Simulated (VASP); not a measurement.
# Ti3Al3Cu2 (P4/mmm) in VASP: notebook, part 2 of 2

VASP 6.6.1. The steps go on from the part before.

## 4. Single point, PBE, collinear spin (13.69 Å³/atom)

This run uses another cell than the first one, of 13.69 Å³/atom.

The input, INCAR:

```
SYSTEM = Ti3Al3Cu2
  ALGO = Normal
  EDIFF = 1E-7
  ENCUT = 520
  GGA = PE
  ISIF = 2
  ISMEAR = 0
  ISPIN = 2
  LASPH = .True.
  LCHARG = .True.
  LELF = .True.
  LMAXMIX = 4
  LORBIT = 11
  LREAL = .False.
  LVHAR = .True.
  LWAVE = .False.
  MAGMOM = 0.62 0 0 0 0 0 0 0
  NBANDS = 48
  NELM = 150
  PREC = Accurate
  SIGMA = 0.1
```

The input, KPOINTS:

```
k-points
0
Gamma
  12 12 2
  0 0 0
```

The input, POSCAR:

```
Ti3Al3Cu2
1.0
    2.7724686634      0.0000000000      0.0000000000
    0.0000000000      2.7724686634      0.0000000000
    0.0000000000      0.0000000000     14.2456223200
Ti Al Cu
3 3 2
Direct
    0.0000000000      0.0000000000      0.5000000000
    0.5000000000      0.5000000000      0.8654100916
    0.5000000000      0.5000000000      0.1345899084
    0.0000000000      0.0000000000      0.2692975804
    0.0000000000      0.0000000000      0.7307024196
    0.0000000000      0.0000000000      0.0000000000
    0.5000000000      0.5000000000      0.6236903735
    0.5000000000      0.5000000000      0.3763096265
```

Started as:

```
cat potpaw_PBE.64/Ti_sv/POTCAR potpaw_PBE.64/Al/POTCAR potpaw_PBE.64/Cu/POTCAR > POTCAR
mpirun -np 1 vasp_std > vasp.out
```

Run time: 36 min. Hardware: 1 thread of Oxide Virtual Turin-like, shared host; peak memory 0.54 GiB.

It converged, with:

```yaml
Free_energy: -44.2936 eV
Pressure: 13.6 GPa
Largest_force: 0.016 eV/Å
Net_moment: 0.61 μB per cell
Site_moments: Ti +0.45, +0.01 (each value once); Al -0.00; Cu +0.02 μB
Valence_electrons_inside_the_program's_atomic_spheres: Ti 10.31, 10.40 (each value once); Al 0.85, 0.88 (each value once); Cu 10.16
```

Forces on the atoms (eV/Å):
```
Ti   0.000  0.000  0.000
Ti   0.000  0.000 -0.001
Ti   0.000  0.000  0.001
Al   0.000  0.000 -0.016
Al   0.000  0.000  0.016
Al   0.000  0.000  0.000
Cu   0.000  0.000 -0.005
Cu   0.000  0.000  0.005
```

Levels at points of the mesh, in eV from the Fermi level:
Spin up:
```csv
k point,band 30,band 31,band 32,band 33,band 34,band 35,band 36,band 37
"(0.00, 0.00, 0.00)",-1.14,-0.95,-0.83,-0.54,0.66,1.48,1.91,1.91
"(0.50, 0.00, 0.00)",-1.89,-1.69,-1.38,-1.01,-0.77,-0.56,-0.34,1.71
"(0.50, 0.50, 0.00)",-0.90,-0.90,-0.55,-0.55,-0.38,0.46,1.68,1.72
"(0.00, 0.00, 0.50)",-1.14,-0.96,-0.83,-0.80,0.67,1.52,1.89,1.89
"(0.50, 0.00, 0.50)",-1.79,-1.60,-1.43,-1.26,-0.56,-0.56,-0.39,1.71
"(0.50, 0.50, 0.50)",-1.65,-1.65,-0.38,0.41,0.41,0.45,0.55,0.55
```
Spin down:
```csv
k point,band 31,band 32,band 33,band 34,band 35,band 36
"(0.00, 0.00, 0.00)",-0.81,-0.37,-0.22,0.67,1.71,1.91
"(0.50, 0.00, 0.00)",-1.59,-1.38,-0.90,-0.72,-0.31,0.14
"(0.50, 0.50, 0.00)",-0.87,-0.49,-0.49,-0.37,0.46,1.77
"(0.00, 0.00, 0.50)",-0.81,-0.64,-0.22,0.70,1.74,1.90
"(0.50, 0.00, 0.50)",-1.47,-1.43,-1.20,-0.48,-0.37,0.14
"(0.50, 0.50, 0.50)",-1.61,-0.38,0.44,0.44,0.46,0.62
```

Caveat: the cell stands under pressure.

## 5. Single point, PBE, collinear spin

This run uses another cell than the first one, of 15.04 Å³/atom.

The input, INCAR:

```
SYSTEM = Ti3Al3Cu2
ALGO = Fast
EDIFF = 1E-7
ENCUT = 520
GGA = PE
ISIF = 2
ISMEAR = 0
ISPIN = 2
LASPH = .TRUE.
LCHARG = .FALSE.
LMAXMIX = 4
LORBIT = 11
LREAL = .FALSE.
LWAVE = .FALSE.
MAGMOM = 1 -1 -1 0 0 0 1 1
NBANDS = 48
NELM = 150
PREC = Accurate
SIGMA = 0.1
```

The input, KPOINTS:

```
k-points
0
G
  12 12 2
  0 0 0
```

The input, POSCAR:

```
Ti3Al3Cu2
1.0
    2.8614750704      0.0000000000      0.0000000000
    0.0000000000      2.8614750704      0.0000000000
    0.0000000000      0.0000000000     14.6958054111
Ti Al Cu
3 3 2
Direct
    0.0000000000      0.0000000000      0.5000000000
    0.5000000000      0.5000000000      0.8647386399
    0.5000000000      0.5000000000      0.1352613601
    0.0000000000      0.0000000000      0.2702969017
    0.0000000000      0.0000000000      0.7297030983
    0.0000000000      0.0000000000      0.0000000000
    0.5000000000      0.5000000000      0.6226563071
    0.5000000000      0.5000000000      0.3773436929
```

Started as:

```
cat potpaw_PBE.64/Ti_sv/POTCAR potpaw_PBE.64/Al/POTCAR potpaw_PBE.64/Cu/POTCAR > POTCAR
mpirun -np 1 vasp_std > vasp.out
```

It took 36 min on 1 thread of Oxide Virtual Turin-like, shared host; peak memory 0.59 GiB.

Results (log left out):

| Quantity | Value |
| --- | --- |
| Free energy | -44.7253 eV |
| Pressure | 0.1 GPa |
| Largest force | 0.016 eV/Å |
| Net moment | 0.76 μB per cell |
| Site moments | Ti +0.58, +0.00 (each value once); Al -0.00; Cu +0.02 μB |
| Valence electrons inside the program's atomic spheres | Ti 10.20, 10.27 (each value once); Al 0.80, 0.83 (each value once); Cu 10.05 |

Forces on the atoms (eV/Å):
```
Ti   0.000  0.000  0.000
Ti   0.000  0.000  0.005
Ti   0.000  0.000 -0.005
Al   0.000  0.000 -0.016
Al   0.000  0.000  0.016
Al   0.000  0.000  0.000
Cu   0.000  0.000 -0.005
Cu   0.000  0.000  0.005
```

Levels at points of the mesh, in eV from the Fermi level:
Spin up:
```
           k point  band 30  band 31  band 32  band 33  band 34  band 35  band 36  band 37
(0.00, 0.00, 0.00)    -1.13    -0.81    -0.71    -0.52     0.54     1.33     1.72     1.72
(0.50, 0.00, 0.00)    -1.70    -1.60    -1.39    -1.08    -0.70    -0.59    -0.31     1.52
(0.50, 0.50, 0.00)    -0.87    -0.87    -0.45    -0.45    -0.27     0.47     1.36     1.58
(0.00, 0.00, 0.50)    -1.13    -0.85    -0.81    -0.71     0.55     1.36     1.69     1.69
(0.50, 0.00, 0.50)    -1.66    -1.49    -1.42    -1.28    -0.58    -0.57    -0.34     1.52
(0.50, 0.50, 0.50)    -1.51    -1.51    -0.27     0.42     0.42     0.45     0.45     0.47
```
Spin down:
```tsv
k point	band 30	band 31	band 32	band 33	band 34	band 35	band 36	band 37
(0.00, 0.00, 0.00)	-0.80	-0.70	-0.32	0.04	0.54	1.63	1.71	1.71
(0.50, 0.00, 0.00)	-1.69	-1.47	-1.39	-0.95	-0.64	-0.28	0.29	1.63
(0.50, 0.50, 0.00)	-0.85	-0.85	-0.37	-0.37	-0.27	0.47	1.52	1.65
(0.00, 0.00, 0.50)	-0.80	-0.70	-0.65	0.04	0.59	1.66	1.71	1.71
(0.50, 0.00, 0.50)	-1.65	-1.42	-1.32	-1.21	-0.49	-0.32	0.29	1.63
(0.50, 0.50, 0.50)	-1.45	-1.45	-0.27	0.46	0.46	0.48	0.54	0.54
```

## 6. The runs side by side

| cell | gap on the mesh (eV) | pressure (GPa) | moment (μB) | largest force (eV/Å) |
| --- | --- | --- | --- | --- |
| a = 2.833, b = 2.833, c = 14.544 Å, 8 atoms, atomic positions A | none | 3.9 | 0.74 | 0.01 |
| a = 2.861, b = 2.861, c = 14.696 Å, 8 atoms, atomic positions A | none | 0.1 | 0.76 | 0.02 |
| a = 2.772, b = 2.772, c = 14.246 Å, 8 atoms, atomic positions B | none | 13.6 | 0.61 | 0.02 |

Alike in all rows: task single point; level PBE; potentials or basis VASP PAW PBE potentials, release 64 (Ti_sv, Al, Cu); spin collinear; k mesh 12 × 12 × 2; cutoff (eV) 520; smearing gaussian 0.1 eV.

Caveats: the cell stands under pressure (at least some runs).

Absolute energies hang on the potentials; compare differences alone.
